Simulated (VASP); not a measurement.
# C (P6_3/mmc) in VASP: a series of runs, part 2 of 2

VASP 6.6.1.

**3. Relaxation of the atoms, PBE**

The COD entry that gives the cell may itself be a prediction, so a difference from it is no test against experiment.

This run uses another cell than the first one, of 5.79 Å³/atom, 1.020 times its volume.

INCAR

```
ALGO = Normal
EDIFF = 1E-6
EDIFFG = -0.01
ENCUT = 520
GGA = PE
IBRION = 2
ISIF = 2
ISMEAR = -1
LASPH = True
LCHARG = False
LREAL = False
LWAVE = False
NELM = 100
NSW = 60
PREC = Accurate
SIGMA = 0.05
```

KPOINTS

```
k-points
0
Gamma
  10 10 3
```

POSCAR

```
C
1.0
    2.5473210000      0.0000000000      0.0000000000
   -1.2736605000      2.2060446976      0.0000000000
    0.0000000000      0.0000000000      8.2371000000
C
8
Direct
    0.6666666667      0.3333333333      0.8437500000
    0.3333333333      0.6666666667      0.3437500000
    0.6666666667      0.3333333333      0.6562500000
    0.3333333333      0.6666666667      0.1562500000
    0.0000000000      0.0000000000      0.9062500000
    0.0000000000      0.0000000000      0.4062500000
    0.0000000000      0.0000000000      0.5937500000
    0.0000000000      0.0000000000      0.0937500000
```

Potentials or basis: VASP PAW PBE potentials, release 64 (C).

Run with:

```
> cat potpaw_PBE.64/C/POTCAR > POTCAR
> mpirun -np 1 vasp_std > vasp.out
```

OUTCAR:

```text
EDIFF = 1E-6
   EDIFFG = -0.01
   ENCUT = 520
   GGA = PE
   IBRION = 2
   ISIF = 2
   ISMEAR = -1
   LASPH = True
   LREAL = False
   NELM = 100
   NSW = 60
   PREC = Accurate

 ion  position               nearest neighbor table
   1  0.667  0.333  0.844-   3 1.54   5 1.56   5 1.56   5 1.56
   2  0.333  0.667  0.344-   4 1.54   6 1.56   6 1.56   6 1.56
   3  0.667  0.333  0.656-   1 1.54   7 1.56   7 1.56   7 1.56
   4  0.333  0.667  0.156-   2 1.54   8 1.56   8 1.56   8 1.56
   5  0.000  0.000  0.906-   8 1.54   1 1.56   1 1.56   1 1.56
   6  0.000  0.000  0.406-   7 1.54   2 1.56   2 1.56   2 1.56
   7  0.000  0.000  0.594-   6 1.54   3 1.56   3 1.56   3 1.56
   8  0.000  0.000  0.094-   5 1.54   4 1.56   4 1.56   4 1.56

  LATTYP: Found a hexagonal cell.
 ALAT       =     2.5473210000
 C/A-ratio  =     3.2336325104

  Lattice vectors:

[... 276 lines left out ...]

 number of electron      31.9999996 magnetization

 Free energy of the ion-electron system (eV)
  ---------------------------------------------------
  ext. energy  EPLUGINS =         0.00000000
  ---------------------------------------------------
  free energy    TOTEN  =       -72.61634716 eV

  energy without entropy =      -72.61634716  energy(sigma->0) =      -72.61634716

 E-fermi :  10.5372     XC(G=0): -13.1478

 val. band max:        9.5704690984   @ k =   0.0000   0.0000   0.0000
 cond. band min:      13.8728055509   @ k =   0.5000   0.0000   0.0000
 fundamental gap:      4.3023364525
 Fermi energy:        10.5372015550

 k-point     1 :       0.0000    0.0000    0.0000
  band No.  band energies     occupation
      1     -11.7822      2.00000
      2     -10.1147      2.00000
      3     -10.0070      2.00000
      4      -5.9443      2.00000
      5      -3.7347      2.00000
      6       3.0318      2.00000
[... 565 lines left out ...]
     20      16.4827      0.00000
     21      17.3362      0.00000

 [... further k-points ...]
[... 5 lines left out ...]
  --------------------------------------------------------------------------------------
  -------------------------------------------------------------------------------------
  Total       -3.7952403     -3.7952403      2.8539279      0.0000000      0.0000000      0.0000000
  in kB     -131.3643562   -131.3643562     98.7827834      0.0000000      0.0000000      0.0000000
  external PRESSURE =     -54.6486430 kB  Pullay stress =       0.0000000 kB
[... 23 lines left out ...]
  FREE ENERGIE OF THE ION-ELECTRON SYSTEM (eV)
  ---------------------------------------------------
  free  energy   TOTEN  =       -72.6163471606 eV

  energy  without entropy=      -72.6163471606  energy(sigma->0) =      -72.61634716

 reached required accuracy - stopping structural energy minimisation
```

OSZICAR:

```text
N       E                     dE             d eps       ncg     rms          rms(c)
DAV:   1     0.823474219755E+02    0.82347E+02   -0.17103E+04  1176   0.148E+03
DAV:   2    -0.699627721652E+02   -0.15231E+03   -0.14378E+03  1629   0.257E+02
DAV:   3    -0.749546684156E+02   -0.49919E+01   -0.49685E+01  1464   0.467E+01
[... 23 lines left out ...]
DAV:   3    -0.726163542425E+02    0.26055E-03   -0.29837E-03  1511   0.419E-01    0.761E-02
DAV:   4    -0.726163481649E+02    0.60776E-05   -0.88316E-04  1449   0.196E-01    0.525E-02
DAV:   5    -0.726163508287E+02   -0.26638E-05   -0.86732E-05  1466   0.815E-02    0.109E-02
DAV:   6    -0.726163466923E+02    0.41364E-05   -0.21150E-05  1516   0.377E-02    0.639E-03
DAV:   7    -0.726163471606E+02   -0.46828E-06   -0.20275E-06  1197   0.105E-02
   3 F= -.72616347E+02 E0= -.72616347E+02  d E =-.883995E-02
```

Run time: 73 s. Hardware: 1 thread of Intel Xeon Platinum 8259CL at 2.50GHz (Skylake/Cascade Lake), shared host; peak memory 0.16 GiB.

What came out:

```
Free energy               : -72.6163 eV
Energy gained by relaxing : 1.1 meV/atom
Ionic steps               : 3
Pressure after relaxing   : -5.5 GPa
Band gap on the k mesh    : 4.30 eV, indirect (least direct gap 5.06 eV)
```

Step by step:
```csv
step,energy change (eV),largest force (eV/Å),pressure (GPa)
1,0.0000,0.3610,-5.44
2,0.0103,0.4961,-5.25
3,-0.0088,0.0007,-5.46
```

Final structure:
```xyz
8
Lattice="2.5473 0.0000 0.0000 -1.2737 2.2060 0.0000 0.0000 0.0000 8.2371" Properties=species:S:1:pos:R:3 pbc="T T T"
C     1.2737    0.7353    6.9571
C     0.0000    1.4707    2.8385
C     1.2737    0.7353    5.3986
C     0.0000    1.4707    1.2800
C     0.0000    0.0000    7.4709
C     0.0000    0.0000    3.3524
C     0.0000    0.0000    4.8847
C     0.0000    0.0000    0.7662
```

Levels at points of the mesh, in eV from the valence-band top:
```csv
k point,band 12,band 13,band 14,band 15,band 16,band 17,band 18,band 19,band 20,band 21
"(0.00, 0.00, 0.00)",-1.82,-1.82,-0.20,0.00,0.00,5.06,5.06,5.85,6.93,6.93
"(0.50, 0.00, 0.00)",-4.99,-4.89,-4.48,-3.55,-2.83,4.30,5.61,5.82,5.95,6.88
```

A k mesh can miss the band edges.

**4. Relaxation of the atoms, PBE**

This run uses another cell than the first one, of 5.90 Å³/atom, 1.040 times its volume.

INCAR

```
  PREC = Accurate
  ENCUT = 520
  EDIFF = 1E-6
  ISMEAR = -1
  SIGMA = 0.05
  LREAL = False
  LASPH = True
  NELM = 60
  ALGO = Normal
  ISIF = 2
  LWAVE = False
  LCHARG = False
  GGA = PE
  IBRION = 2
  NSW = 60
  EDIFFG = -0.01
```

KPOINTS

```
Automatic mesh
0
Gamma
  10 10 3
```

POSCAR, as its differences from that of step 3:

```diff
@@ -2,4 +2,4 @@
 1.0
-    2.5473210000      0.0000000000      0.0000000000
-   -1.2736605000      2.2060446976      0.0000000000
+    2.5725420000      0.0000000000      0.0000000000
+   -1.2862710000      2.2278867243      0.0000000000
     0.0000000000      0.0000000000      8.2371000000
```

Run with:

```
> cat potpaw_PBE.64/C/POTCAR > POTCAR
> mpirun -np 1 vasp_std > vasp.out
```

Wall time 67 s (1 thread of Intel Xeon Platinum 8259CL at 2.50GHz (Skylake/Cascade Lake), shared host); peak memory 0.16 GiB.

It converged, with:

* Free energy: -72.5101 eV
* Energy gained by relaxing: 1.2 meV/atom
* Ionic steps: 3
* Pressure after relaxing: -13.1 GPa
* Largest force after relaxing: 0.006 eV/Å
* Band gap on the k mesh: 4.13 eV, indirect (least direct gap 4.92 eV)

Forces in eV/Å, atoms in the order of the input:
```
C    0.000  0.000 -0.005
C    0.000  0.000 -0.005
C    0.000  0.000  0.005
C    0.000  0.000  0.005
C    0.000  0.000  0.006
C    0.000  0.000  0.006
C    0.000  0.000 -0.006
C    0.000  0.000 -0.006
```

Stress tensor (GPa, compression positive):
```
-24.09   0.00   0.00
  0.00 -24.09   0.00
  0.00   0.00   9.01
```

The path:
```tsv
step	energy change (eV)	largest force (eV/Å)	pressure (GPa)
1	0.0000	0.3899	-13.02
2	0.0108	0.5430	-12.86
3	-0.0096	0.0062	-13.06
```

Final structure:
```
C
1.0
     2.57254    0.00000    0.00000
    -1.28627    2.22789    0.00000
     0.00000    0.00000    8.23710
C
8
Direct
  0.66667 0.33333 0.84468
  0.33333 0.66667 0.34468
  0.66667 0.33333 0.65532
  0.33333 0.66667 0.15532
  0.00000 0.00000 0.90698
  0.00000 0.00000 0.40698
  0.00000 0.00000 0.59302
  0.00000 0.00000 0.09302
```

Levels at points of the mesh, in eV from the valence-band top:
| k point | band 12 | band 13 | band 14 | band 15 | band 16 | band 17 | band 18 | band 19 | band 20 | band 21 |
| --- | --- | --- | --- | --- | --- | --- | --- | --- | --- | --- |
| (0.00, 0.00, 0.00) | -1.85 | -1.85 | -0.20 | 0.00 | 0.00 | 4.92 | 4.92 | 5.98 | 6.80 | 6.81 |
| (0.50, 0.00, 0.00) | -4.93 | -4.83 | -4.36 | -3.46 | -2.74 | 4.13 | 5.46 | 5.69 | 6.01 | 6.90 |

A k mesh can miss the band edges. A hybrid or GW would open this gap; PBE tends to underestimate it.

**5. Single point, PBE**

This run uses another cell than the first one, of 5.70 Å³/atom, 1.005 times its volume.

INCAR

```
  ALGO = Normal
  EDIFF = 1E-6
  ENCUT = 520
  GGA = PE
  ISIF = 2
  ISMEAR = -1
  LASPH = T
  LCHARG = F
  LREAL = F
  LWAVE = F
  NBANDS = 26
  NELM = 60
  PREC = Accurate
  SIGMA = 0.05
```

KPOINTS

```
k-points
0
Gamma
  12 12 4
```

POSCAR

```
C
1.0
    2.5180275819      0.0000000000      0.0000000000
   -1.2590137910      2.1806758534      0.0000000000
    0.0000000000      0.0000000000      8.3045866689
C
8
Direct
    0.6666666667      0.3333333333      0.8444716513
    0.3333333333      0.6666666667      0.3444716513
    0.6666666667      0.3333333333      0.6555283487
    0.3333333333      0.6666666667      0.1555283487
    0.0000000000      0.0000000000      0.9070316561
    0.0000000000      0.0000000000      0.4070316561
    0.0000000000      0.0000000000      0.5929683439
    0.0000000000      0.0000000000      0.0929683439
```

Run with:

```
> cat potpaw_PBE.64/C/POTCAR > POTCAR
> mpirun -np 1 vasp_std > vasp.out
```

Wall time 49 s (1 thread of Intel Xeon 6975P-C, shared host); peak memory 0.18 GiB.

Results (log left out):

* Free energy: -72.6699 eV
* Pressure: 0.7 GPa
* Largest force: 0.004 eV/Å
* Band gap on the k mesh: 4.53 eV, indirect (least direct gap 5.29 eV)

Forces in eV/Å, atoms in the order of the input:
```
C    0.000  0.000 -0.004
C    0.000  0.000 -0.004
C    0.000  0.000  0.004
C    0.000  0.000  0.004
C    0.000  0.000 -0.001
C    0.000  0.000 -0.001
C    0.000  0.000  0.001
C    0.000  0.000  0.001
```

Levels at points of the mesh, in eV from the valence-band top:
| k point | band 12 | band 13 | band 14 | band 15 | band 16 | band 17 | band 18 | band 19 | band 20 | band 21 |
| --- | --- | --- | --- | --- | --- | --- | --- | --- | --- | --- |
| (0.00, 0.00, 0.00) | -1.72 | -1.72 | -0.22 | 0.00 | 0.00 | 5.29 | 5.29 | 5.46 | 7.10 | 7.10 |
| (0.50, 0.00, 0.00) | -5.00 | -4.91 | -4.65 | -3.66 | -2.95 | 4.60 | 5.57 | 5.98 | 6.02 | 6.64 |
| (0.00, 0.00, 0.50) | -2.62 | -0.65 | -0.65 | -0.65 | -0.65 | 6.06 | 6.06 | 6.06 | 6.06 | 6.68 |
| (0.50, 0.00, 0.50) | -5.97 | -4.71 | -4.71 | -3.64 | -3.64 | 4.94 | 4.94 | 6.98 | 6.98 | 7.55 |

A k mesh can miss the band edges.

**6. The runs side by side**

| task | cell | k mesh | gap on the mesh (eV) | pressure (GPa) |
| --- | --- | --- | --- | --- |
| relaxation of the atoms | atoms relaxed from a = 2.522, b = 2.522, c = 8.237 Å, angles 90.0, 90.0, 120.0°, 8 atoms | 10 × 10 × 3 | 4.45 | 2.9 |
| relaxation of the atoms | atoms relaxed from a = 2.547, b = 2.547, c = 8.237 Å, angles 90.0, 90.0, 120.0°, 8 atoms | 10 × 10 × 3 | 4.30 | -5.5 |
| relaxation of the atoms | atoms relaxed from a = 2.573, b = 2.573, c = 8.237 Å, angles 90.0, 90.0, 120.0°, 8 atoms | 10 × 10 × 3 | 4.13 | -13.1 |
| single point | a = 2.518, b = 2.518, c = 8.305 Å, angles 90.0, 90.0, 120.0°, 8 atoms | 12 × 12 × 4 | 4.53 | 0.7 |

Alike in all rows: level PBE; potentials or basis VASP PAW PBE potentials, release 64 (C); no spin polarisation; cutoff (eV) 520; smearing fermi-dirac 0.05 eV.

Absolute energies hang on the potentials; compare differences alone.
